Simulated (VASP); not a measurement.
# Co (Im-3m) in VASP: notebook

The runs below take Co through single point, with RPBE.

Program: VASP 6.6.1. These are calculated values, not measurements. Logs are shortened: lines on timing, memory, paths and dates and some standing lists are left out, and cuts for length are marked.

**1. The cell of the first run**

Symmetry: Im-3m, No. 229, cubic system. Conventional cell: a = 2.949 Å, b = 2.949 Å, c = 2.949 Å, α = 90.00°, β = 90.00°, γ = 90.00°. Within 3.4 Å of Co (site symmetry m-3m) lie 14 Co at 2.55 to 2.95 Å.

This isn't the form of Co at room conditions, which is hcp.

**2. Single point, RPBE, collinear spin, ferromagnetic start (12.82 Å³/atom)**

File INCAR:

```
SYSTEM = Co
PREC = Accurate ; ENCUT = 520
EDIFF = 1E-6 ; ISMEAR = -1
SIGMA = 0.05 ; LREAL = .False.
LASPH = .True. ; NELM = 150
ALGO = Normal ; ISIF = 2
LWAVE = .False. ; LCHARG = .False.
ISPIN = 2 ; MAGMOM = 1.88
LORBIT = 11 ; LMAXMIX = 4
GGA = RP ; NBANDS = 14
```

File KPOINTS:

```
Automatic mesh
0
Gamma
  17 17 17
  0 0 0
```

File POSCAR:

```
Co
1.0
   -1.4745670256      1.4745670256      1.4745670256
    1.4745670256     -1.4745670256      1.4745670256
    1.4745670256      1.4745670256     -1.4745670256
Co
1
Direct
    0.0000000000      0.0000000000      0.0000000000
```

Potentials or basis: VASP PAW PBE potentials, release 64 (Co).

The run is started by

```sh
$ cat potpaw_PBE.64/Co/POTCAR > POTCAR
$ mpirun -np 1 vasp_std > vasp.out
```

OUTCAR:

```text
SYSTEM = Co
   PREC = Accurate
   ENCUT = 520
   EDIFF = 1E-6
   ISMEAR = -1
   LREAL = .False.
   LASPH = .True.
   NELM = 150
   ISIF = 2
   ISPIN = 2
   LORBIT = 11
   GGA = RP

 ion  position               nearest neighbor table
   1  0.000  0.000  0.000-

  LATTYP: Found a body centered cubic cell.
 ALAT       =     2.9491340512

  Lattice vectors:

 A1 = (  -1.4745670256,   1.4745670256,   1.4745670256)
 A2 = (   1.4745670256,  -1.4745670256,   1.4745670256)
 A3 = (   1.4745670256,   1.4745670256,  -1.4745670256)

Analysis of symmetry for initial positions (statically):
=====================================================================
 Subroutine PRICEL returns:
 Original cell was already a primitive cell.

 Routine SETGRP: Setting up the symmetry group for a
 body centered cubic supercell.

 Subroutine GETGRP returns: Found 48 space group operations
 (whereof 48 operations were pure point group operations)
 out of a pool of 48 trial point group operations.

The static configuration has the point symmetry O_h .

Analysis of symmetry for dynamics (positions and initial velocities):
=====================================================================
 Subroutine PRICEL returns:
 Original cell was already a primitive cell.

 Routine SETGRP: Setting up the symmetry group for a
 body centered cubic supercell.

 Subroutine GETGRP returns: Found 48 space group operations
 (whereof 48 operations were pure point group operations)
 out of a pool of 48 trial point group operations.

The dynamic configuration has the point symmetry O_h .

Analysis of structural, dynamic, and magnetic symmetry:
=====================================================================
 Subroutine PRICEL returns:
 Original cell was already a primitive cell.

 Routine SETGRP: Setting up the symmetry group for a
 body centered cubic supercell.

 Subroutine GETGRP returns: Found 48 space group operations
 (whereof 48 operations were pure point group operations)
 out of a pool of 48 trial point group operations.

The overall configuration has the point symmetry O_h .

 Subroutine INISYM returns: Found 48 space group operations
 (whereof 48 operations are pure point group operations),
 and found     1 'primitive' translations

----------------------------------------------------------------------------------------

                                     Primitive cell

  volume of cell :      12.8249

  direct lattice vectors                    reciprocal lattice vectors
    -1.474567026  1.474567026  1.474567026     0.000000000  0.339082586  0.339082586
     1.474567026 -1.474567026  1.474567026     0.339082586  0.000000000  0.339082586
     1.474567026  1.474567026 -1.474567026     0.339082586  0.339082586  0.000000000

  length of vectors
     2.554025008  2.554025008  2.554025008     0.479535192  0.479535192  0.479535192

  position of ions in fractional coordinates (direct lattice)
     0.000000000  0.000000000  0.000000000

  ion indices of the primitive-cell ions
   primitive index   ion index
                 1           1

----------------------------------------------------------------------------------------

 KPOINTS: Automatic mesh

Automatic generation of k-mesh.
 Grid dimensions read from file:
 generate k-points for:   17   17   17

 Generating k-lattice:

  Cartesian coordinates                     Fractional coordinates (reciprocal lattice)
     0.000000000  0.019946034  0.019946034     0.058823529  0.000000000  0.000000000
     0.019946034  0.000000000  0.019946034     0.000000000  0.058823529  0.000000000
     0.019946034  0.019946034  0.000000000     0.000000000  0.000000000  0.058823529

  Length of vectors
     0.028207952  0.028207952  0.028207952

  Shift w.r.t. Gamma in fractional coordinates (k-lattice)
     0.000000000  0.000000000  0.000000000

 Subroutine IBZKPT returns following result:
 ===========================================

 Found    165 irreducible k-points:

 Following reciprocal coordinates:
            Coordinates               Weight
  0.000000  0.000000  0.000000      1.000000
  0.058824  0.000000  0.000000     12.000000
  0.117647  0.000000  0.000000     12.000000
  0.176471  0.000000  0.000000     12.000000
  0.235294  0.000000  0.000000     12.000000
  0.294118  0.000000  0.000000     12.000000
[... 16 lines left out ...]
  0.411765  0.117647  0.000000     48.000000
  0.176471  0.176471  0.000000     24.000000
 [... further k-points ...]
   k-points           NKPTS =    165   k-points in BZ     NKDIM =    165   number of bands    NBANDS=     14
   number of dos      NEDOS =    301   number of ions     NIONS =      1
   total plane-waves  NPLWV =   8000
   dimension x,y,z NGX =    20 NGY =   20 NGZ =   20
   dimension x,y,z NGXF=    40 NGYF=   40 NGZF=   40
   ions per type =               1
   NGX,Y,Z   is equivalent  to a cutoff of  13.02, 13.02, 13.02 a.u.
   NGXF,Y,Z  is equivalent  to a cutoff of  26.04, 26.04, 26.04 a.u.
 SYSTEM =  Co
   PREC   = accura    normal or accurate (medium, high low for compatibility)
   ISTART =      0    job   : 0-new  1-cont  2-samecut
   ICHARG =      2    charge: 1-file 2-atom 10-const
   ISPIN  =      2    spin polarized calculation?
   LNONCOLLINEAR =      F non collinear calculations
   LSORBIT =      F    spin-orbit coupling
   LASPH  =      T    aspherical Exc in radial PAW
   ENCUT  =  520.0 eV  38.22 Ry    6.18 a.u.   4.75  4.75  4.75*2*pi/ulx,y,z
   NELM   =    150;   NELMIN=  2; NELMDL= -5     # of ELM steps
   EDIFF  = 0.1E-05   stopping-criterion for ELM
   LREAL  =      F    real-space projection
   EDIFFG = 0.1E-04   stopping-criterion for IOM
   NSW    =      0    number of steps for IOM
   IBRION =     -1    ionic relax: 0-MD 1-quasi-New 2-CG
   NFREE  =      0    steps in history (QN), initial steepest desc. (CG)
   ISIF   =      2    stress and relaxation
   ISYM   =      2    0-nonsym 1-usesym 2-fastsym
   POTIM  = 0.5000    time-step for ionic-motion
   TEBEG  =    0.0;   TEEND  =   0.0 temperature during run
   PSTRESS=    0.0 pullay stress
   NELECT =       9.0000    total number of electrons
   NUPDOWN=      -1.0000    fix difference up-down
   EMIN   =  10.00;   EMAX   =-10.00  energy-range for DOS
   EFERMI =   0.00;   METHOD = LEGACY
   ISMEAR =    -1;   SIGMA  =   0.05  broadening in eV -4-tet -1-fermi 0-gaus
   EFERMI_NEDOS =   21; number of points for ismear=-14 and -15
   IALGO  =     38    algorithm
   IMIX   =      4    mixing-type and parameters
     AMIX     =   0.40;   BMIX     =  1.00
     AMIX_MAG =   1.60;   BMIX_MAG =  1.00
  volume/ion in A,a.u.               =      12.82        86.55
  Fermi-wavevector in a.u.,A,eV,Ry     =   1.454804  2.749181 28.796114  2.116455
  Thomas-Fermi vector in A             =   2.571912
   LORBIT       =     11    0 simple, 1 ext, 2 COOP (PROOUT), +10 PAW based schemes
   GGA     = RP    functional components
   LHFCALC =     F    Hartree Fock is set to
   AEXX    =    0.0000 exact exchange contribution
   IVDW    =     0    specifies the selected vdW correction
   LEPSILON=     F    determine dielectric tensor
   LRPA    =     F    only Hartree local field effects (RPA)
 spin polarized calculation
  energy-cutoff  :      520.00
  volume of cell :       12.82
 maximum number of plane-waves:       370
   NGX =  9   NGY =  9   NGZ =  9

 number of electron       9.0000002 magnetization       1.8242439

 Free energy of the ion-electron system (eV)
  ---------------------------------------------------
  ext. energy  EPLUGINS =         0.00000000
  ---------------------------------------------------
  free energy    TOTEN  =        -6.36617336 eV

  energy without entropy =       -6.35245088  energy(sigma->0) =       -6.35931212

 E-fermi :   8.5722     XC(G=0): -12.3371

 val. band max:        8.5704175089   @ k =  -0.3529  -0.4706   0.1765
 cond. band min:       8.5783871340   @ k =  -0.3529   0.4118   0.0588
 fundamental gap:      0.0079696251
 Fermi energy:         8.5722063557

 spin component 1

 k-point     1 :       0.0000    0.0000    0.0000
  band No.  band energies     occupation
      1       0.2794      1.00000
      2       5.6889      1.00000
      3       5.6889      1.00000
      4       5.6889      1.00000
      5       6.4209      1.00000
      6       6.4209      1.00000
      7      32.2625      0.00000
      8      32.2625      0.00000
      9      32.2625      0.00000
     10      36.3980      0.00000
     11      36.3980      0.00000
     12      36.8585      0.00000
     13      36.8585      0.00000
     14      36.8585      0.00000

 k-point     2 :       0.0588    0.0000    0.0000
  band No.  band energies     occupation
      1       0.4079      1.00000
      2       5.6620      1.00000
      3       5.6880      1.00000
      4       5.7444      1.00000
      5       6.3953      1.00000
      6       6.4230      1.00000
      7      31.0990      0.00000
      8      31.9836      0.00000
      9      32.0526      0.00000
     10      35.2228      0.00000
     11      35.2560      0.00000
     12      35.2871      0.00000
     13      37.1095      0.00000
     14      38.2915      0.00000
[... 343 lines left out ...]
      1       3.9395      1.00000
      2       4.9723      1.00000
      3       6.1755      1.00000
      4       6.4863      1.00000
      5       7.0686      1.00000
      6       9.5821      0.00000
      7      14.0218      0.00000
      8      22.4433      0.00000
      9      25.6944      0.00000
     10      31.2286      0.00000
     11      35.4697      0.00000
     12      38.7791      0.00000
     13      43.1471      0.00000
     14      45.0992      0.00000

 k-point    24 :       0.1765    0.1765    0.0000
  band No.  band energies     occupation
      1       3.2175      1.00000
      2       5.2097      1.00000
      3       5.3496      1.00000
      4       6.2851      1.00000
      5       6.5805      1.00000
      6       7.2261      1.00000
      7      21.8742      0.00000
      8      22.4747      0.00000
      9      27.5983      0.00000
     10      32.3089      0.00000
     11      35.0230      0.00000
     12      38.2594      0.00000
     13      40.9352      0.00000
     14      43.8275      0.00000

 [... further k-points ...]

 spin component 2

 k-point     1 :       0.0000    0.0000    0.0000
  band No.  band energies     occupation
      1       0.2357      1.00000
      2       7.3095      1.00000
      3       7.3095      1.00000
      4       7.3095      1.00000
      5       8.9536      0.00049
      6       8.9537      0.00049
      7      31.8602      0.00000
      8      31.8602      0.00000
      9      31.8602      0.00000
     10      36.3774      0.00000
     11      36.3774      0.00000
     12      37.6740      0.00000
     13      37.6740      0.00000
     14      37.6740      0.00000

 k-point     2 :       0.0588    0.0000    0.0000
  band No.  band energies     occupation
      1       0.3645      1.00000
      2       7.2767      1.00000
      3       7.3051      1.00000
      4       7.3707      1.00000
      5       8.9189      0.00097
      6       8.9560      0.00046
      7      30.8547      0.00000
      8      31.6353      0.00000
      9      31.7055      0.00000
     10      35.5093      0.00000
     11      35.7809      0.00000
     12      35.7999      0.00000
     13      37.1004      0.00000
     14      38.4790      0.00000
[... 343 lines left out ...]
      1       5.0722      1.00000
      2       6.4286      1.00000
      3       7.5715      1.00000
      4       8.7619      0.02203
      5       9.1688      0.00001
      6      10.4733      0.00000
      7      14.9223      0.00000
      8      22.6732      0.00000
      9      25.8637      0.00000
     10      31.3068      0.00000
     11      35.7564      0.00000
     12      38.6550      0.00000
     13      43.7606      0.00000
     14      46.8220      0.00000

 k-point    24 :       0.1765    0.1765    0.0000
  band No.  band energies     occupation
      1       3.3393      1.00000
      2       6.8017      1.00000
      3       6.8164      1.00000
      4       8.5859      0.43217
      5       8.8301      0.00573
      6       9.1609      0.00001
      7      22.1898      0.00000
      8      22.8080      0.00000
      9      27.8635      0.00000
     10      32.2037      0.00000
     11      35.2099      0.00000
     12      38.3886      0.00000
     13      41.1653      0.00000
     14      43.9059      0.00000

 [... further k-points ...]

------------------------ aborting loop because EDIFF is reached ----------------------------------------

  FORCE on cell =-STRESS in cart. coord.  units (eV):
  Direction    XX          YY          ZZ          XY          YZ          ZX
  --------------------------------------------------------------------------------------
  -------------------------------------------------------------------------------------
  Total       -1.3023916     -1.3023916     -1.3023916      0.0000000      0.0000000     -0.0000000
  in kB     -162.7041529   -162.7041529   -162.7041529      0.0000000      0.0000000     -0.0000000
  external PRESSURE =    -162.7041529 kB  Pullay stress =       0.0000000 kB

 VOLUME and BASIS-vectors are now :
 -----------------------------------------------------------------------------
  energy-cutoff  :      520.00
  volume of cell :       12.82
      direct lattice vectors                 reciprocal lattice vectors
    -1.474567026  1.474567026  1.474567026     0.000000000  0.339082586  0.339082586
     1.474567026 -1.474567026  1.474567026     0.339082586  0.000000000  0.339082586
     1.474567026  1.474567026 -1.474567026     0.339082586  0.339082586  0.000000000

 POSITION                                       TOTAL-FORCE (eV/Angst)
 -----------------------------------------------------------------------------------
      0.00000      0.00000      0.00000         0.000000      0.000000      0.000000
 -----------------------------------------------------------------------------------
    total drift:                                0.000000     -0.000000      0.000000

  FREE ENERGIE OF THE ION-ELECTRON SYSTEM (eV)
  ---------------------------------------------------
  free  energy   TOTEN  =        -6.3661733582 eV

  energy  without entropy=       -6.3524508794  energy(sigma->0) =       -6.35931212

 total charge

# of ion       s       p       d       tot
------------------------------------------
    1        0.429   0.408   7.151   7.988

 magnetization (x)

# of ion       s       p       d       tot
------------------------------------------
    1       -0.004  -0.047   1.927   1.876
```

Run time: 91 s. Hardware: 1 thread of Intel Xeon 8259CL, shared host; peak memory 0.17 GiB.

Results:

| Property | Result |
| --- | --- |
| Free energy | -6.3662 eV |
| Pressure | -16.3 GPa |
| Net moment | 1.82 μB per cell |
| Site moments | Co +1.88 μB |
| Valence electrons inside the program's atomic spheres | Co 7.99 |

Caveat: the cell stands under tension; the PAW data sets were made with another functional, which shifts forces and pressure a little.

**3. Single point, RPBE, collinear spin, ferromagnetic start**

This run uses another cell than the first one, of 11.45 Å³/atom.

File INCAR:

```
SYSTEM = Co
PREC = Accurate
ENCUT = 520
EDIFF = 1E-6
ISMEAR = -1
SIGMA = 0.05
LREAL = .FALSE.
LASPH = .TRUE.
NELM = 150
ALGO = Normal
ISIF = 2
LWAVE = .FALSE.
LCHARG = .TRUE.
ISPIN = 2
MAGMOM = 1.889
LORBIT = 11
LMAXMIX = 4
GGA = RP
LELF = .TRUE.
LVHAR = .TRUE.
NBANDS = 14
```

File KPOINTS:

```
regular mesh
0
G
  25 25 25
  0 0 0
```

File POSCAR:

```
Co
1.0
   -1.4199024560      1.4199024560      1.4199024560
    1.4199024560     -1.4199024560      1.4199024560
    1.4199024560      1.4199024560     -1.4199024560
Co
1
Direct
    0.0000000000      0.0000000000      0.0000000000
```

Potentials or basis: VASP PAW PBE potentials, release 64 (Co).

The run is started by

```sh
$ cat potpaw_PBE.64/Co/POTCAR > POTCAR
$ mpirun -np 1 vasp_std > vasp.out
```

Run time: 3.3 min. Hardware: 1 thread of Intel Xeon 8259CL, shared host; peak memory 0.22 GiB.

It converged, with:

- Free energy: -6.4480 eV
- Pressure: -0.6 GPa
- Net moment: 1.78 μB per cell
- Site moments: Co +1.81 μB
- Valence electrons inside the program's atomic spheres: Co 8.17

Levels at points of the mesh, in eV from the Fermi level:
Spin up:
| k point | band 2 | band 3 | band 4 | band 5 | band 6 | band 7 | band 8 | band 9 |
| --- | --- | --- | --- | --- | --- | --- | --- | --- |
| (0.00, 0.00, 0.00) | -3.05 | -3.05 | -3.05 | -2.08 | -2.08 | 24.82 | 24.82 | 24.82 |
Spin down:
```tsv
k point	band 1	band 2	band 3	band 4	band 5	band 6	band 7	band 8	band 9
(0.00, 0.00, 0.00)	-8.97	-1.44	-1.44	-1.44	0.36	0.36	24.48	24.48	24.48
```

Caveat: the PAW data sets were made with another functional, which shifts forces and pressure a little.
